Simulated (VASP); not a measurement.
Wanted: the native input for a VASP 6.6.1 run.

| Property | Result |
| --- | --- |
| Task | single point |
| Functional | r2SCAN |
| Potentials or basis | VASP PAW PBE potentials, release 64 (Si, Ru_pv, O) |
| Cutoff | 580 eV |
| k mesh | 1 × 1 × 1, shifted |
| Occupations | fermi-dirac, width 0.01 eV |
| Spin | no spin polarisation |
| Dipole correction | no |
| Further INCAR settings | ALGO = Normal; EDIFF = 1e-06; NBANDS = 87 |

System: Si7RuO16 (a cell with a defect).

```xyz
24
Lattice="0.0000 5.0814 7.0944 5.0814 0.0000 7.0944 5.0814 5.0814 0.0000" Properties=species:S:1:pos:R:3 pbc="T T T"
Si    3.5479    3.6078    3.6086
Si    8.6133    8.6276   10.5967
Si    4.2217    1.0313    5.2594
Si    3.9944    6.1258    5.3433
Si    6.1112    3.9008    8.9054
Si    6.0185    9.2577    8.8694
Si    1.5762    1.5375   -0.0161
Ru    6.6466    6.5811    7.1742
O     4.5427    4.1511    2.4480
O     4.5800    3.6320    9.3585
O     5.6050    6.2115    5.6125
O     5.7709    6.2039   12.8653
O     3.5813    4.6145    4.8816
O     8.9649    9.7267   11.7443
O     6.3963    3.0921    7.5184
O     5.9584    8.2962    7.5291
O     1.2280    0.6125    1.2732
O     6.3096    5.5196    8.6654
O     2.0379    3.4790    3.0118
O     7.1225    8.8254    9.9787
O     8.4222    6.4173    6.6147
O     3.1535    6.4626    6.7018
O     3.9861    2.1209    4.0848
O     8.6594    7.1436   11.2400
```

These files were run (other wordings do the same):

POSCAR

```
Si7RuO16
1.0
    0.0000000000      5.0813926894      7.0944098913
    5.0813926894      0.0000000000      7.0944098913
    5.0813926894      5.0813926894      0.0000000000
Si Ru O
7 1 16
Direct
    0.2602233443      0.2484334639      0.4497813558
    0.7482446402      0.7454309576      0.9496323049
    0.0567499483      0.6845955011      0.1462157479
    0.5863095420      0.1668555306      0.6192217842
    0.4101322126      0.8451445466      0.3575217665
    0.9438287880      0.3063617047      0.8780613139
   -0.0049393410      0.0026686208      0.3075158414
    0.4991758225      0.5120674693      0.7959610046
    0.1339962470      0.2110678888      0.6829253078
    0.5662904838      0.7528469304      0.1484810206
    0.4552320983      0.3358800048      0.7671675591
    0.9493318064      0.8641125043      0.2715817424
    0.4457175564      0.2423772060      0.4624003763
    0.9026800410      0.7527483405      1.0115068681
    0.2047610852      0.8550038790      0.4037593025
    0.7606725143      0.3006011434      0.8719840467
    0.0291696957      0.1502887847      0.0913674421
    0.5329826963      0.6884561704      0.5532461617
    0.3540679760      0.0704666772      0.3305858472
    0.8708368907      0.5357271151      0.8659637841
    0.2689158146      0.6634702281      0.9939922166
    0.7979416246      0.1467127175      0.4738767342
    0.1043553981      0.4714227654      0.3130339369
    0.6430270196      0.9413154512      0.7628173812
```

INCAR.step1

```
PREC = Accurate
ENCUT = 580
ISMEAR = -1
SIGMA = 0.01
LREAL = F
LASPH = T
NELM = 120
NBANDS = 87
GGA = PE
ALGO = Normal
EDIFF = 1E-5
LWAVE = T
LCHARG = F
GGA_COMPAT = F
```

INCAR.step2

```
PREC = Accurate
ENCUT = 580
EDIFF = 1E-6
ISMEAR = -1
SIGMA = 0.01
LREAL = F
LASPH = T
NELM = 120
ALGO = Normal
ISIF = 2
LWAVE = F
LCHARG = T
METAGGA = R2SCAN
LMIXTAU = T
LELF = T
LVHAR = T
NBANDS = 87
ISTART = 1
GGA_COMPAT = F
```

KPOINTS

```
Automatic mesh
0
Gamma
  1 1 1
  0.25 0.25 0.25
```

Potentials or basis: VASP PAW PBE potentials, release 64 (Si, Ru_pv, O).

Run with:

```bash
$ cat potpaw_PBE.64/Si/POTCAR potpaw_PBE.64/Ru_pv/POTCAR potpaw_PBE.64/O/POTCAR > POTCAR
$ cp INCAR.step1 INCAR
$ mpirun -np 1 vasp_std > vasp.out
$ cp INCAR.step2 INCAR
$ mpirun -np 1 vasp_std > vasp.out
```

Results of the run:

```yaml
Pressure: -3.8 GPa
Largest_force: 0.372 eV/Å
Band_gap_on_the_k_mesh: 1.31 eV
```

Caveat: the PAW data sets were made with another functional, which shifts forces and pressure a little.

Wall time 12 min on 1 thread of Intel(R) Xeon(R) Platinum 8488C (Sapphire Rapids) (shared host), peak memory 0.71 GiB.
